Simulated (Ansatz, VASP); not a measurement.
## Two plane-wave programs on SiC8

Contents of INCAR:

```
SYSTEM = SiC8
ALGO = Normal
DIPOL = 0.5 0.5 0.252
EDIFF = 1E-6
ENCUT = 520
GGA = PE
IDIPOL = 3
ISIF = 2
ISMEAR = 0
ISPIN = 2
IVDW = 12
LASPH = .True.
LCHARG = .False.
LDIPOL = .True.
LORBIT = 11
LREAL = .False.
LWAVE = .False.
MAGMOM = 0 0 0 0 0 0 0 0 2
NBANDS = 32
NELM = 150
PREC = Accurate
SIGMA = 0.1
```

Contents of KPOINTS:

```
k-points
0
Gamma
  6 6 1
  0 0 0
```

POSCAR

```
SiC8
1.0
    4.9313354216      0.0000000001      0.0000000000
   -2.4656677109      4.2706617497      0.0000000000
    0.0000000000      0.0000000000     17.3000330561
C Si
8 1
Direct
    0.3333333333      0.1666666667      0.2312153418
    0.3333333333      0.6666666667      0.2312153418
    0.8333333333      0.1666666667      0.2312153418
    0.8333333333      0.6666666667      0.2312153418
    0.1666666667      0.3333333333      0.2312134310
    0.1666666667      0.8333333333      0.2312134310
    0.6666666667      0.3333333333      0.2312134310
    0.6666666667      0.8333333333      0.2312134310
    0.5000000000      0.2500000000      0.4219664224
```

Input for Ansatz:

```yaml
crystal:
  lattice:
    - [4.9313354216, 1.0e-10, 0.0]
    - [-2.4656677109, 4.2706617497, 0.0]
    - [0.0, 0.0, 17.3000330561]
  atoms:
    - { symbol: C, position: [0.3333333333, 0.1666666667, 0.2312153418] }
    - { symbol: C, position: [0.3333333333, 0.6666666667, 0.2312153418] }
    - { symbol: C, position: [0.8333333333, 0.1666666667, 0.2312153418] }
    - { symbol: C, position: [0.8333333333, 0.6666666667, 0.2312153418] }
    - { symbol: C, position: [0.1666666667, 0.3333333333, 0.231213431] }
    - { symbol: C, position: [0.1666666667, 0.8333333333, 0.231213431] }
    - { symbol: C, position: [0.6666666667, 0.3333333333, 0.231213431] }
    - { symbol: C, position: [0.6666666667, 0.8333333333, 0.231213431] }
    - { symbol: Si, position: [0.5, 0.25, 0.4219664224], spin: 2.0 }
basis:
  ecutwfc: 420
kpoints:
  mp_grid: { grid: [6, 6, 1] }
hamiltonian:
  xc: pbe
  dispersion: d3bj
scf:
  occupations: { method: gaussian, width: 0.1 }
output:
  forces: true
  eigenvalues: true
  populations: true
magnetization:
  spin_polarized: true
efield:
  axis: 3
  dipole_correction: true
  ramp_width: 0.04
```

Alike in both runs: task single point; functional PBE; dispersion D3(BJ); k mesh 6 × 6 × 1; occupations gaussian, width 0.1 eV; collinear spin.

|  | VASP | Ansatz |
| --- | --- | --- |
| version | VASP 6.6.1 | Ansatz 0.2.0 |
| potentials or method | VASP PAW PBE potentials, release 64 (C, Si), cutoff 520 eV | scalar-relativistic, plane waves, PAW |
| valence electrons in the cell | 36 | 36 |

```csv
,VASP,Ansatz,Ansatz less VASP
gap on the k mesh at the Fermi level (eV),none,none,-
rms of the force components (eV/Å),0.039,0.039,+0.0001
net moment per atom (μB),0.22,0.22,0.000
size of the moment on the site where the two differ most (μB),0.55,1.19,+0.640
```

Site moments also hang on the region over which each program counts them. Atom by atom the forces differ by 0.000 eV/Å (rms over components). A gap of «none» marks a metal or a gap that the smearing closes. Ansatz's warnings: structure snapped to symmetry.
